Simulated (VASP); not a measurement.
# Bi (R-3m) in VASP: further runs

Bi is run at these levels: PBE+D3(BJ); tasks: single point.

All numbers are computed with VASP 6.6.1; they aren't measurements. Logs are shortened: lines on timing, memory, paths and dates and some standing lists are left out, and cuts for length are marked.

### Step 1. The cell of the first run

It takes space group R-3m (No. 166, trigonal). Conventional cell: a = 4.535 Å, b = 4.535 Å, c = 11.645 Å, α = 90.00°, β = 90.00°, γ = 120.00°. Bi (site symmetry 3m) has 6 Bi at 3.09 to 3.45 Å within 4.1 Å.

### Step 2. Single point, PBE+D3(BJ)

Input file INCAR:

```
SYSTEM = Bi
PREC     = Accurate       ! precision mode
ENCUT    = 520            ! plane-wave cutoff, eV
EDIFF    = 1E-7           ! SCF threshold, eV
ISMEAR   = 0              ! smearing method
SIGMA    = 0.1            ! smearing width, eV
LREAL    = .False.        ! projectors in reciprocal space
LASPH    = .True.         ! aspherical terms in the spheres
NELM     = 80             ! most SCF steps
ALGO     = Fast           ! electronic algorithm
ISIF     = 2              ! what is computed and relaxed
LWAVE    = .False.        ! write WAVECAR
LCHARG   = .False.        ! write CHGCAR
GGA      = PE             ! functional
IVDW     = 12             ! dispersion correction
NBANDS   = 22             ! bands
```

Input file KPOINTS:

```
Automatic mesh
0
Gamma
  12 12 12
  0 0 0
```

Input file POSCAR:

```
Bi
1.0
    2.2673427694      1.3090509583      3.8817322408
   -2.2673427694      1.3090509583      3.8817322408
    0.0000000000     -2.6181019165      3.8817322408
Bi
2
Direct
    0.2371283440      0.2371283440      0.2371283440
    0.7628716560      0.7628716560      0.7628716560
```

Potentials or basis: VASP PAW PBE potentials, release 64 (Bi_d).

Run with:

```sh
cat potpaw_PBE.64/Bi_d/POTCAR > POTCAR
mpirun -np 1 vasp_std > vasp.out
```

OUTCAR:

```text
SYSTEM = Bi
   PREC = Accurate
   ENCUT = 520
   EDIFF = 1E-7
   ISMEAR = 0
   LREAL = .False.
   LASPH = .True.
   NELM = 80
   ISIF = 2
   GGA = PE
   IVDW = 12
 IVDW          = 12

 ion  position               nearest neighbor table
   1  0.237  0.237  0.237-   2 3.09   2 3.09   2 3.09   2 3.45   2 3.45   2 3.45
   2  0.763  0.763  0.763-   1 3.09   1 3.09   1 3.09   1 3.45   1 3.45   1 3.45

  LATTYP: Found a trigonal (rhomboedric) cell.
 ALAT       =     4.6821258884
 COS(alpha) =     0.5309942324

  Lattice vectors:

 A1 = (   2.2673427694,   1.3090509583,   3.8817322408)
 A2 = (  -2.2673427694,   1.3090509583,   3.8817322408)
 A3 = (   0.0000000000,  -2.6181019165,   3.8817322408)

Analysis of symmetry for initial positions (statically):
=====================================================================
 Subroutine PRICEL returns:
 Original cell was already a primitive cell.

 Routine SETGRP: Setting up the symmetry group for a
 trigonal (rhombohedral) supercell.

 Subroutine GETGRP returns: Found 12 space group operations
 (whereof 12 operations were pure point group operations)
 out of a pool of 12 trial point group operations.

The static configuration has the point symmetry D_3d.

Analysis of symmetry for dynamics (positions and initial velocities):
=====================================================================
 Subroutine PRICEL returns:
 Original cell was already a primitive cell.

 Routine SETGRP: Setting up the symmetry group for a
 trigonal (rhombohedral) supercell.

 Subroutine GETGRP returns: Found 12 space group operations
 (whereof 12 operations were pure point group operations)
 out of a pool of 12 trial point group operations.

The dynamic configuration has the point symmetry D_3d.

 Subroutine INISYM returns: Found 12 space group operations
 (whereof 12 operations are pure point group operations),
 and found     1 'primitive' translations

----------------------------------------------------------------------------------------

                                     Primitive cell

  volume of cell :      69.1275

  direct lattice vectors                    reciprocal lattice vectors
     2.267342769  1.309050958  3.881732241     0.220522458  0.127318700  0.085872315
    -2.267342769  1.309050958  3.881732241    -0.220522458  0.127318700  0.085872315
     0.000000000 -2.618101917  3.881732241     0.000000000 -0.254637401  0.085872315

  length of vectors
     4.682125888  4.682125888  4.682125888     0.268727111  0.268727111  0.268727111

  position of ions in fractional coordinates (direct lattice)
     0.237128344  0.237128344  0.237128344
     0.762871656  0.762871656  0.762871656

  ion indices of the primitive-cell ions
   primitive index   ion index
                 1           1
                 2           2

----------------------------------------------------------------------------------------

 KPOINTS: Automatic mesh

Automatic generation of k-mesh.
 Grid dimensions read from file:
 generate k-points for:   12   12   12

 Generating k-lattice:

  Cartesian coordinates                     Fractional coordinates (reciprocal lattice)
     0.018376871  0.010609892  0.007156026     0.083333333 -0.000000000  0.000000000
    -0.018376871  0.010609892  0.007156026    -0.000000000  0.083333333  0.000000000
     0.000000000 -0.021219783  0.007156026     0.000000000  0.000000000  0.083333333

  Length of vectors
     0.022393926  0.022393926  0.022393926

  Shift w.r.t. Gamma in fractional coordinates (k-lattice)
     0.000000000  0.000000000  0.000000000

 Subroutine IBZKPT returns following result:
 ===========================================

 Found    189 irreducible k-points:

 Following reciprocal coordinates:
            Coordinates               Weight
  0.000000  0.000000  0.000000      1.000000
  0.083333 -0.000000 -0.000000      6.000000
  0.166667  0.000000  0.000000      6.000000
  0.250000  0.000000  0.000000      6.000000
  0.333333 -0.000000  0.000000      6.000000
  0.416667  0.000000  0.000000      6.000000
[... 16 lines left out ...]
  0.500000  0.166667  0.000000     12.000000
 -0.416667  0.166667 -0.000000     12.000000
 [... further k-points ...]
   k-points           NKPTS =    189   k-points in BZ     NKDIM =    189   number of bands    NBANDS=     22
   number of dos      NEDOS =    301   number of ions     NIONS =      2
   total plane-waves  NPLWV =  46656
   dimension x,y,z NGX =    36 NGY =   36 NGZ =   36
   dimension x,y,z NGXF=    72 NGYF=   72 NGZF=   72
   ions per type =               2
   NGX,Y,Z   is equivalent  to a cutoff of  12.78, 12.78, 12.78 a.u.
   NGXF,Y,Z  is equivalent  to a cutoff of  25.56, 25.56, 25.56 a.u.
 SYSTEM =  Bi
   PREC   = accura    normal or accurate (medium, high low for compatibility)
   ISTART =      0    job   : 0-new  1-cont  2-samecut
   ICHARG =      2    charge: 1-file 2-atom 10-const
   ISPIN  =      1    spin polarized calculation?
   LNONCOLLINEAR =      F non collinear calculations
   LSORBIT =      F    spin-orbit coupling
   LASPH  =      T    aspherical Exc in radial PAW
   ENCUT  =  520.0 eV  38.22 Ry    6.18 a.u.   8.71  8.71  8.71*2*pi/ulx,y,z
   NELM   =     80;   NELMIN=  2; NELMDL= -5     # of ELM steps
   EDIFF  = 0.1E-06   stopping-criterion for ELM
   LREAL  =      F    real-space projection
   EDIFFG = 0.1E-05   stopping-criterion for IOM
   NSW    =      0    number of steps for IOM
   IBRION =     -1    ionic relax: 0-MD 1-quasi-New 2-CG
   NFREE  =      0    steps in history (QN), initial steepest desc. (CG)
   ISIF   =      2    stress and relaxation
   ISYM   =      2    0-nonsym 1-usesym 2-fastsym
   POTIM  = 0.5000    time-step for ionic-motion
   TEBEG  =    0.0;   TEEND  =   0.0 temperature during run
   PSTRESS=    0.0 pullay stress
   NELECT =      30.0000    total number of electrons
   NUPDOWN=      -1.0000    fix difference up-down
   EMIN   =  10.00;   EMAX   =-10.00  energy-range for DOS
   EFERMI =   0.00;   METHOD = LEGACY
   ISMEAR =     0;   SIGMA  =   0.10  broadening in eV -4-tet -1-fermi 0-gaus
   EFERMI_NEDOS =   21; number of points for ismear=-14 and -15
   IALGO  =     68    algorithm
   IMIX   =      4    mixing-type and parameters
     AMIX     =   0.40;   BMIX     =  1.00
     AMIX_MAG =   1.60;   BMIX_MAG =  1.00
  volume/ion in A,a.u.               =      34.56       233.25
  Fermi-wavevector in a.u.,A,eV,Ry     =   1.239458  2.342236 20.902025  1.536256
  Thomas-Fermi vector in A             =   2.373940
   LORBIT       =      0    0 simple, 1 ext, 2 COOP (PROOUT), +10 PAW based schemes
   GGA     = PE    functional components
   LHFCALC =     F    Hartree Fock is set to
   AEXX    =    0.0000 exact exchange contribution
   IVDW    =    12    specifies the selected vdW correction
   LEPSILON=     F    determine dielectric tensor
   LRPA    =     F    only Hartree local field effects (RPA)
 non-spin polarized calculation
 RMM-DIIS sequential band-by-band and
 Gauss-broadening in eV      SIGMA  =   0.10
  energy-cutoff  :      520.00
  volume of cell :       69.13
 maximum number of plane-waves:      1887
   NGX = 17   NGY = 17   NGZ = 17

 number of electron      30.0000001 magnetization

 Free energy of the ion-electron system (eV)
  ---------------------------------------------------
  ext. energy  EPLUGINS =         0.00000000
  ---------------------------------------------------
  free energy    TOTEN  =        -7.74564062 eV

  energy without entropy =       -7.74448162  energy(sigma->0) =       -7.74506112

 E-fermi :   6.5280     XC(G=0):  -9.6255

 val. band max:        6.5175458954   @ k =   0.4167   0.0833   0.0833
 cond. band min:       6.6204581113   @ k =   0.4167   0.0000   0.0000
 fundamental gap:      0.1029122160
 Fermi energy:         6.5280495018

 k-point     1 :       0.0000    0.0000    0.0000
  band No.  band energies     occupation
      1     -16.4127      2.00000
      2     -16.4127      2.00000
      3     -16.2596      2.00000
      4     -16.2596      2.00000
      5     -16.2495      2.00000
      6     -16.0722      2.00000
[... 14 lines left out ...]
     21      12.2177      0.00000
     22      12.7693      0.00000

 k-point     2 :       0.0833   -0.0000   -0.0000
  band No.  band energies     occupation
      1     -16.4068      2.00000
      2     -16.4059      2.00000
      3     -16.2570      2.00000
      4     -16.2557      2.00000
      5     -16.2460      2.00000
      6     -16.0753      2.00000
[... 14 lines left out ...]
     21      12.2990      0.00000
     22      13.3405      0.00000

 k-point     3 :       0.1667    0.0000    0.0000
  band No.  band energies     occupation
      1     -16.3896      2.00000
      2     -16.3858      2.00000
      3     -16.2498      2.00000
      4     -16.2446      2.00000
      5     -16.2354      2.00000
      6     -16.0853      2.00000
[... 14 lines left out ...]
     21      12.6157      0.00000
     22      14.5772      0.00000

 k-point     4 :       0.2500    0.0000    0.0000
  band No.  band energies     occupation
      1     -16.3633      2.00000
      2     -16.3538      2.00000
      3     -16.2395      2.00000
      4     -16.2272      2.00000
      5     -16.2183      2.00000
      6     -16.1027      2.00000
[... 14 lines left out ...]
     21      13.2016      0.00000
     22      16.0740      0.00000

 k-point     5 :       0.3333   -0.0000    0.0000
  band No.  band energies     occupation
      1     -16.3320      2.00000
      2     -16.3125      2.00000
      3     -16.2280      2.00000
      4     -16.2054      2.00000
      5     -16.1959      2.00000
      6     -16.1276      2.00000
[... 417 lines left out ...]
 k-point    22 :       0.4167    0.1667   -0.0000
  band No.  band energies     occupation
      1     -16.3549      2.00000
      2     -16.2641      2.00000
      3     -16.2303      2.00000
      4     -16.2063      2.00000
      5     -16.1728      2.00000
      6     -16.1483      2.00000
[... 14 lines left out ...]
     21      15.5781      0.00000
     22      15.9377      0.00000

 k-point    23 :       0.5000    0.1667    0.0000
  band No.  band energies     occupation
      1     -16.3284      2.00000
      2     -16.2462      2.00000
      3     -16.2086      2.00000
      4     -16.2019      2.00000
      5     -16.1707      2.00000
      6     -16.1520      2.00000
[... 14 lines left out ...]
     21      15.6317      0.00000
     22      15.9165      0.00000

 k-point    24 :      -0.4167    0.1667   -0.0000
  band No.  band energies     occupation
      1     -16.3231      2.00000
      2     -16.2275      2.00000
      3     -16.2111      2.00000
      4     -16.1941      2.00000
      5     -16.1737      2.00000
      6     -16.1587      2.00000
[... 14 lines left out ...]
     21      14.5441      0.00000
     22      16.7337      0.00000

 [... further k-points ...]

------------------------ aborting loop because EDIFF is reached ----------------------------------------

 Edisp (eV)   -0.92399

 E8    (eV) :    -0.4591

  FORCE on cell =-STRESS in cart. coord.  units (eV):
  Direction    XX          YY          ZZ          XY          YZ          ZX
  --------------------------------------------------------------------------------------
  -------------------------------------------------------------------------------------
  Total      -0.02334    -0.02334    -0.00938     0.00000    -0.00000     0.00000
  in kB      -0.54097    -0.54097    -0.21730     0.00000    -0.00000     0.00000
  external pressure =       -0.43 kB  Pullay stress =        0.00 kB

 VOLUME and BASIS-vectors are now :
 -----------------------------------------------------------------------------
  energy-cutoff  :      520.00
  volume of cell :       69.13
      direct lattice vectors                 reciprocal lattice vectors
     2.267342769  1.309050958  3.881732241     0.220522458  0.127318700  0.085872315
    -2.267342769  1.309050958  3.881732241    -0.220522458  0.127318700  0.085872315
     0.000000000 -2.618101917  3.881732241     0.000000000 -0.254637401  0.085872315

 POSITION                                       TOTAL-FORCE (eV/Angst)
 -----------------------------------------------------------------------------------
      0.00000      0.00000      2.76141         0.000000      0.000000      0.007708
      0.00000      0.00000      8.88379         0.000000     -0.000000     -0.007708
 -----------------------------------------------------------------------------------
    total drift:                               -0.000000     -0.000000      0.000000

  FREE ENERGIE OF THE ION-ELECTRON SYSTEM (eV)
  ---------------------------------------------------
  free  energy   TOTEN  =        -8.6696260010 eV

  energy  without entropy=       -8.6684669942  energy(sigma->0) =       -8.66904650
```

Wall time 3.1 min (1 thread of Intel Xeon Platinum 8488C (Sapphire Rapids), shared host); peak memory 0.37 GiB.

What came out:

| Property | Result |
| --- | --- |
| Free energy | -8.6696 eV |
| Pressure | 0.0 GPa |
| Largest force | 0.008 eV/Å |
| Band gap on the k mesh | zero (bands 15 and 16 overlap by 0.19 eV) |
| Dispersion energy per atom | -0.462 eV |

Forces on the atoms (eV/Å):
```
Bi   0.000  0.000  0.008
Bi   0.000  0.000 -0.008
```

Levels at points of the mesh, in eV from the Fermi level:
```
           k point  band 11  band 12  band 13  band 14  band 15  band 16  band 17  band 18  band 19  band 20
(0.00, 0.00, 0.00)   -13.15    -7.41    -1.49    -1.24    -1.24     2.76     3.05     3.05     5.52     5.69
(0.50, 0.00, 0.00)   -11.14   -10.62    -1.12    -1.00    -0.26    -0.25     0.38     0.79     7.74     8.53
(0.50, 0.50, 0.00)   -11.27    -9.41    -4.83    -3.10    -2.97     2.47     5.03     5.37     6.95     9.67
(0.50, 0.50, 0.50)   -11.72   -10.14    -0.81    -0.52    -0.52     0.52     0.52     0.56     7.30     9.01
```

Caveat: spin-orbit coupling is left out, which moves the levels of the heavy elements.

(Part 1 of 2 ends here.)

The gap in the log of VASP goes by the Fermi energy; the results here count the filled bands.